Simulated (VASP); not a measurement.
# HfB4 (R-3m) in VASP: further runs

HfB4 is run at these levels: PBE; tasks: single point, relaxation of cell and atoms.

Everything below comes from runs of VASP 6.6.1. Logs are shortened: lines on timing, memory, paths and dates and some standing lists are left out, and cuts for length are marked.

## 1. The cell of the first run

The structure is trigonal, space group R-3m (No. 166). Conventional cell: a = 4.140 Å, b = 4.140 Å, c = 9.292 Å, α = 90.00°, β = 90.00°, γ = 120.00°. Hf (site symmetry -3m) has 8 B at 1.92 to 2.41 Å within 2.5 Å. B (site symmetry 3m) has 1 B at 1.47 Å and 1 Hf at 1.92 Å within 2.0 Å. B (site symmetry 3m) has 1 B at 1.47 Å within 2.0 Å.

## 2. Single point, PBE

The input, INCAR:

```
ALGO = Normal
EDIFF = 1E-6
ENCUT = 520
GGA = PE
ISIF = 2
ISMEAR = 0
LASPH = True
LCHARG = False
LREAL = False
LWAVE = False
NBANDS = 19
NELM = 60
PREC = Accurate
SIGMA = 0.1
```

The input, KPOINTS:

```
k-points
0
Gamma
  6 6 6
```

The input, POSCAR:

```
HfB4
1.0
    2.0698407500      1.1950231100      3.0974019200
   -2.0698407500      1.1950231100      3.0974019200
    0.0000000000     -2.3900462200      3.0974019200
Hf B
1 4
Direct
    0.0000000000      0.0000000000      0.0000000000
    0.7932920700      0.7932920700      0.7932920700
    0.2067079300      0.2067079300      0.2067079300
    0.6348696600      0.6348696600      0.6348696600
    0.3651303400      0.3651303400      0.3651303400
```

Potentials or basis: VASP PAW PBE potentials, release 64 (Hf_pv, B).

Command:

```console
$ cat potpaw_PBE.64/Hf_pv/POTCAR potpaw_PBE.64/B/POTCAR > POTCAR
$ mpirun -np 1 vasp_std > vasp.out
```

OUTCAR:

```text
EDIFF = 1E-6
   ENCUT = 520
   GGA = PE
   ISIF = 2
   ISMEAR = 0
   LASPH = True
   LREAL = False
   NELM = 60
   PREC = Accurate

 ion  position               nearest neighbor table
   1  0.000  0.000  0.000-   2 1.92   3 1.92   4 2.41   5 2.41   4 2.41   4 2.41   5 2.41   5 2.41
                             3 2.66   2 2.66   3 2.66   2 2.66   3 2.66   2 2.66
   2  0.793  0.793  0.793-   4 1.47   1 1.92   1 2.66   1 2.66   1 2.66
   3  0.207  0.207  0.207-   5 1.47   1 1.92   1 2.66   1 2.66   1 2.66
   4  0.635  0.635  0.635-   2 1.47   1 2.41   1 2.41   1 2.41
   5  0.365  0.365  0.365-   3 1.47   1 2.41   1 2.41   1 2.41

  LATTYP: Found a trigonal (rhomboedric) cell.
 ALAT       =     3.9123164005
 COS(alpha) =     0.4401960984

  Lattice vectors:

 A1 = (   2.0698407500,   1.1950231100,   3.0974019200)
 A2 = (  -2.0698407500,   1.1950231100,   3.0974019200)
 A3 = (   0.0000000000,  -2.3900462200,   3.0974019200)

Analysis of symmetry for initial positions (statically):
=====================================================================
 Subroutine PRICEL returns:
 Original cell was already a primitive cell.

 Routine SETGRP: Setting up the symmetry group for a
 trigonal (rhombohedral) supercell.

 Subroutine GETGRP returns: Found 12 space group operations
 (whereof 12 operations were pure point group operations)
 out of a pool of 12 trial point group operations.

The static configuration has the point symmetry D_3d.

Analysis of symmetry for dynamics (positions and initial velocities):
=====================================================================
 Subroutine PRICEL returns:
 Original cell was already a primitive cell.

 Routine SETGRP: Setting up the symmetry group for a
 trigonal (rhombohedral) supercell.

 Subroutine GETGRP returns: Found 12 space group operations
 (whereof 12 operations were pure point group operations)
 out of a pool of 12 trial point group operations.

The dynamic configuration has the point symmetry D_3d.

 Subroutine INISYM returns: Found 12 space group operations
 (whereof 12 operations are pure point group operations),
 and found     1 'primitive' translations

----------------------------------------------------------------------------------------

                                     Primitive cell

  volume of cell :      45.9687

  direct lattice vectors                    reciprocal lattice vectors
     2.069840750  1.195023110  3.097401920     0.241564478  0.139467317  0.107617075
    -2.069840750  1.195023110  3.097401920    -0.241564478  0.139467317  0.107617075
[... 91 lines left out ...]
   EDIFF  = 0.1E-05   stopping-criterion for ELM
   LREAL  =      F    real-space projection
   EDIFFG = 0.1E-04   stopping-criterion for IOM
   NSW    =      0    number of steps for IOM
   IBRION =     -1    ionic relax: 0-MD 1-quasi-New 2-CG
   NFREE  =      0    steps in history (QN), initial steepest desc. (CG)
   ISIF   =      2    stress and relaxation
   ISYM   =      2    0-nonsym 1-usesym 2-fastsym
   POTIM  = 0.5000    time-step for ionic-motion
   TEBEG  =    0.0;   TEEND  =   0.0 temperature during run
   PSTRESS=    0.0 pullay stress
   NELECT =      22.0000    total number of electrons
   NUPDOWN=      -1.0000    fix difference up-down
   EMIN   =  10.00;   EMAX   =-10.00  energy-range for DOS
   EFERMI =   0.00;   METHOD = LEGACY
   ISMEAR =     0;   SIGMA  =   0.10  broadening in eV -4-tet -1-fermi 0-gaus
   EFERMI_NEDOS =   21; number of points for ismear=-14 and -15
   IALGO  =     38    algorithm
   IMIX   =      4    mixing-type and parameters
     AMIX     =   0.40;   BMIX     =  1.00
     AMIX_MAG =   1.60;   BMIX_MAG =  1.00
  volume/ion in A,a.u.               =       9.19        62.04
  Fermi-wavevector in a.u.,A,eV,Ry     =   1.280546  2.419880 22.310792  1.639797
  Thomas-Fermi vector in A             =   2.412967
   LORBIT       =      0    0 simple, 1 ext, 2 COOP (PROOUT), +10 PAW based schemes
   GGA     = PE    functional components
   LHFCALC =     F    Hartree Fock is set to
   AEXX    =    0.0000 exact exchange contribution
   IVDW    =     0    specifies the selected vdW correction
   LEPSILON=     F    determine dielectric tensor
   LRPA    =     F    only Hartree local field effects (RPA)
 non-spin polarized calculation
 Gauss-broadening in eV      SIGMA  =   0.10
  energy-cutoff  :      520.00
  volume of cell :       45.97
 maximum number of plane-waves:      1265
 NGX is ok and might be reduce to    30
   NGX = 15   NGY = 15   NGZ = 15

 number of electron      21.9999999 magnetization

 Free energy of the ion-electron system (eV)
  ---------------------------------------------------
  ext. energy  EPLUGINS =         0.00000000
  ---------------------------------------------------
  free energy    TOTEN  =       -27.84160697 eV

  energy without entropy =      -27.82085172  energy(sigma->0) =      -27.83122934

 E-fermi :   6.1404     XC(G=0): -12.1303

 val. band max:        6.1233673055   @ k =  -0.3333   0.3333   0.1667
 cond. band min:       6.1502625529   @ k =   0.3333   0.3333  -0.0000
 fundamental gap:      0.0268952473
 Fermi energy:         6.1403520012

 k-point     1 :       0.0000    0.0000    0.0000
  band No.  band energies     occupation
      1     -23.6898      2.00000
      2     -23.1600      2.00000
      3     -23.1600      2.00000
      4      -6.9939      2.00000
      5       0.1287      2.00000
      6       0.3393      2.00000
[... 505 lines left out ...]
      6      -1.4433      2.00000
[... 11 lines left out ...]
     18      13.3679      0.00000
     19      14.0933      0.00000

 [... further k-points ...]
[... 5 lines left out ...]
  --------------------------------------------------------------------------------------
  -------------------------------------------------------------------------------------
  Total        2.1865545      2.1865545     32.8981222      0.0000000     -0.0000000      0.0000000
  in kB       76.2094512     76.2094507   1146.6203398      0.0000000     -0.0000000      0.0000000
  external PRESSURE =     433.0130805 kB  Pullay stress =       0.0000000 kB

 VOLUME and BASIS-vectors are now :
 -----------------------------------------------------------------------------
  energy-cutoff  :      520.00
  volume of cell :       45.97
      direct lattice vectors                 reciprocal lattice vectors
     2.069840750  1.195023110  3.097401920     0.241564478  0.139467317  0.107617075
    -2.069840750  1.195023110  3.097401920    -0.241564478  0.139467317  0.107617075
     0.000000000 -2.390046220  3.097401920     0.000000000 -0.278934634  0.107617075

 POSITION                                       TOTAL-FORCE (eV/Angst)
 -----------------------------------------------------------------------------------
      0.00000      0.00000      0.00000         0.000000     -0.000000      0.000000
      0.00000      0.00000      7.37143         0.000000     -0.000000     -2.590195
      0.00000      0.00000      1.92077         0.000000     -0.000000      2.590195
      0.00000      0.00000      5.89934         0.000000      0.000000     -4.847233
      0.00000      0.00000      3.39287         0.000000     -0.000000      4.847233
 -----------------------------------------------------------------------------------
    total drift:                                0.000000      0.000000      0.000000

  FREE ENERGIE OF THE ION-ELECTRON SYSTEM (eV)
  ---------------------------------------------------
  free  energy   TOTEN  =       -27.8416069677 eV

  energy  without entropy=      -27.8208517181  energy(sigma->0) =      -27.83122934
```

stdout:

```text
POSCAR found type information on POSCAR HfB
 POSCAR found :  2 types and       5 ions
 scaLAPACK will be used
 LDA part: xc-table for (Slater+PW92), standard interpolation
 POSCAR, INCAR and KPOINTS ok, starting setup
 FFT: planning ... GRIDC
 FFT: planning ... GRID_SOFT
 FFT: planning ... GRID
 WAVECAR not read
 entering main loop
```

It took 14 s on 1 thread of Intel Xeon 6975P-C (Granite Rapids), shared host; peak memory 0.17 GiB.

What came out:

```
Free energy            : -27.8416 eV
Pressure               : 43.3 GPa
Largest force          : 4.847 eV/Å
Band gap on the k mesh : zero (band 11 reaches 6.34 eV, above the bottom of band 12 at 5.97 eV)
```

Forces on the atoms (eV/Å):
```
Hf   0.000  0.000  0.000
B    0.000  0.000 -2.590
B    0.000  0.000  2.590
B    0.000  0.000 -4.847
B    0.000  0.000  4.847
```

Stress tensor (GPa, compression positive):
```
  7.62   0.00   0.00
  0.00   7.62   0.00
  0.00   0.00 114.66
```

Caveat: spin-orbit coupling is left out, which moves the levels of the heavy elements; forces of over 1 eV/Å act on the atoms, so gaps and moduli don't describe the material at rest.

## 3. Single point, PBE

This run uses another cell than the first one, of 10.75 Å³/atom, 1.169 times its volume.

The input, INCAR:

```
SYSTEM = HfB4
PREC     = Accurate       ! precision mode
ENCUT    = 520            ! plane-wave cutoff, eV
EDIFF    = 1E-6           ! SCF threshold, eV
ISMEAR   = 0              ! smearing method
SIGMA    = 0.1            ! smearing width, eV
LREAL    = .FALSE.        ! projectors in reciprocal space
LASPH    = .TRUE.         ! aspherical terms in the spheres
NELM     = 80             ! most SCF steps
ALGO     = Normal         ! electronic algorithm
ISIF     = 2              ! what is computed and relaxed
LWAVE    = .FALSE.        ! write WAVECAR
LCHARG   = .FALSE.        ! write CHGCAR
GGA      = PE             ! functional
NBANDS   = 19             ! bands
```

The input, KPOINTS:

```
regular mesh
0
G
  12 12 12
  0 0 0
```

The input, POSCAR:

```
HfB4
1.0
    2.2122051716      1.2772172513      3.1707444511
   -2.2122051716      1.2772172513      3.1707444511
    0.0000000000     -2.5544345026      3.1707444511
Hf B
1 4
Direct
    0.0000000000      0.0000000000      0.0000000000
    0.7489878347      0.7489878347      0.7489878347
    0.2510121653      0.2510121653      0.2510121653
    0.5826270101      0.5826270101      0.5826270101
    0.4173729899      0.4173729899      0.4173729899
```

Potentials or basis: VASP PAW PBE potentials, release 64 (Hf_pv, B).

Command:

```console
$ cat potpaw_PBE.64/Hf_pv/POTCAR potpaw_PBE.64/B/POTCAR > POTCAR
$ mpirun -np 1 vasp_std > vasp.out
```

Run time: 74 s. Hardware: 1 thread of Intel Xeon 6975P-C (Granite Rapids), shared host; peak memory 0.3 GiB.

The run converged. Its results:

```yaml
Free_energy: -33.1297 eV
Pressure: -0.2 GPa
Largest_force: 0.018 eV/Å
Band_gap_on_the_k_mesh: zero (band 11 reaches 5.46 eV, above the bottom of band 12 at 4.61 eV)
```

Forces in eV/Å, atoms in the order of the input:
```
Hf   0.000  0.000  0.000
B    0.000  0.000  0.008
B    0.000  0.000 -0.008
B    0.000  0.000 -0.018
B    0.000  0.000  0.018
```

Stress tensor (GPa, compression positive):
```
-0.40  0.00  0.00
 0.00 -0.40  0.00
 0.00  0.00  0.11
```

Levels at points of the mesh, in eV from the Fermi level:
| k point | band 7 | band 8 | band 9 | band 10 | band 11 | band 12 | band 13 | band 14 | band 15 | band 16 |
| --- | --- | --- | --- | --- | --- | --- | --- | --- | --- | --- |
| (0.00, 0.00, 0.00) | -3.92 | -3.92 | -3.31 | -0.67 | -0.67 | -0.16 | 0.33 | 0.33 | 2.93 | 2.93 |
| (0.50, 0.00, 0.00) | -4.86 | -3.01 | -1.96 | -1.95 | -0.81 | -0.44 | 2.14 | 2.43 | 4.28 | 5.08 |
| (0.50, 0.50, 0.00) | -4.80 | -3.62 | -3.08 | -1.30 | 0.33 | 1.75 | 2.20 | 2.48 | 4.05 | 4.26 |
| (0.50, 0.50, 0.50) | -5.03 | -5.03 | -1.37 | -0.86 | -0.07 | -0.07 | 2.20 | 2.20 | 5.40 | 5.40 |

Caveat: spin-orbit coupling is left out, which moves the levels of the heavy elements.

## 4. Relaxation of cell and atoms, PBE

This run uses another cell than the first one, of 10.69 Å³/atom, 1.163 times its volume.

The input, INCAR:

```
PREC = Accurate
ENCUT = 600
EDIFF = 1E-6
ISMEAR = 0
SIGMA = 0.1
LREAL = F
LASPH = T
NELM = 60
ALGO = Normal
ISIF = 3
LWAVE = F
LCHARG = F
GGA = PE
IBRION = 2
NSW = 100
EDIFFG = -0.01
```

The input, KPOINTS:

```
regular mesh
0
Gamma
  12 12 12
```

The input, POSCAR:

```
HfB4
1.0
    2.2037667289      1.2723453142      3.1772169322
   -2.2037667289      1.2723453142      3.1772169322
    0.0000000000     -2.5446906284      3.1772169322
Hf B
1 4
Direct
    0.0000000000      0.0000000000      0.0000000000
    0.7485800603      0.7485800603      0.7485800603
    0.2514199397      0.2514199397      0.2514199397
    0.5826665155      0.5826665155      0.5826665155
    0.4173334845      0.4173334845      0.4173334845
```

Command:

```console
$ cat potpaw_PBE.64/Hf_pv/POTCAR potpaw_PBE.64/B/POTCAR > POTCAR
$ mpirun -np 1 vasp_std > vasp.out
```

Run time: 5.1 min. Hardware: 1 thread of Intel Xeon 6975P-C (Granite Rapids), shared host; peak memory 0.34 GiB.

It converged, with:

```
Free energy                            : -33.1334 eV
Relaxed volume                         : 10.72 Å³/atom
Relaxed cell                           : a = 4.070 Å, b = 4.070 Å, c = 4.070 Å, α = 65.73°, β = 65.73°, γ = 65.73°
Space group after relaxing (to 0.05 Å) : R-3m (No. 166)
Energy gained by relaxing              : 0.2 meV/atom
Ionic steps                            : 7
Pressure after relaxing                : 0.0 GPa
Largest force after relaxing           : 0.010 eV/Å
Band gap on the k mesh                 : zero (band 11 reaches 5.49 eV, above the bottom of band 12 at 4.63 eV)
```

Forces on the atoms (eV/Å):
```
Hf   0.000  0.000  0.000
B    0.000  0.000  0.010
B    0.000  0.000 -0.010
B    0.000  0.000  0.002
B    0.000  0.000 -0.002
```

Stress tensor (GPa, compression positive):
```
-0.06  0.00  0.00
 0.00 -0.06  0.00
 0.00  0.00  0.02
```

The path:
| step | energy change (eV) | largest force (eV/Å) | pressure (GPa) | volume (Å³) |
| --- | --- | --- | --- | --- |
| 1 | 0.0000 | 0.1504 | 0.16 | 53.45 |
| 2 | 0.0018 | 0.4384 | 0.16 | 53.54 |
| 3 | -0.0006 | 0.0459 | 0.13 | 53.48 |
| 4 | -0.0009 | 0.0288 | 0.16 | 53.55 |
| 5 | -0.0009 | 0.0305 | 0.16 | 53.56 |
| 6 | -0.0009 | 0.0117 | -0.19 | 53.66 |
| 7 | -0.0009 | 0.0096 | -0.04 | 53.61 |

Final structure:
```xyz
5
Lattice="2.2088 1.2753 3.1722 -2.2088 1.2753 3.1722 0.0000 -2.5505 3.1722" Properties=species:S:1:pos:R:3 pbc="T T T"
Hf    0.0000    0.0000    0.0000
B     0.0000    0.0000    7.1266
B     0.0000    0.0000    2.3898
B     0.0000    0.0000    5.5438
B     0.0000    0.0000    3.9727
```

Levels at points of the mesh, in eV from the Fermi level:
```
           k point  band 8  band 9  band 10  band 11  band 12  band 13  band 14  band 15
(0.00, 0.00, 0.00)   -3.93   -3.30    -0.68    -0.68    -0.17     0.33     0.33     2.93
(0.50, 0.00, 0.00)   -3.03   -1.97    -1.96    -0.82    -0.44     2.13     2.45     4.30
(0.50, 0.50, 0.00)   -3.64   -3.08    -1.30     0.33     1.76     2.21     2.46     4.07
(0.50, 0.50, 0.50)   -5.05   -1.35    -0.86    -0.07    -0.07     2.18     2.18     5.39
```

Caveat: spin-orbit coupling is left out, which moves the levels of the heavy elements.

## 5. Summary

```csv
task,cell,k mesh,cutoff (eV),gap on the mesh (eV),pressure (GPa),largest force (eV/Å)
single point,"a = 3.912 Å, angles 63.9°, 5 atoms",6 × 6 × 6,520,none,43.3,4.85
single point,"a = 4.072 Å, angles 65.8°, 5 atoms",12 × 12 × 12,520,none,-0.2,0.02
relaxation of cell and atoms,"relaxed from a = 4.071 Å, angles 65.6°, 5 atoms",12 × 12 × 12,600,none,0.0,0.01
```

Alike in all rows: level PBE; potentials or basis VASP PAW PBE potentials, release 64 (Hf_pv, B); no spin polarisation; smearing gaussian 0.1 eV.

Caveats: spin-orbit coupling is left out, which moves the levels of the heavy elements; forces of over 1 eV/Å act on the atoms, so gaps and moduli don't describe the material at rest (some runs).

Total energies depend on the potentials used, so only differences within one code and one set of settings carry meaning.
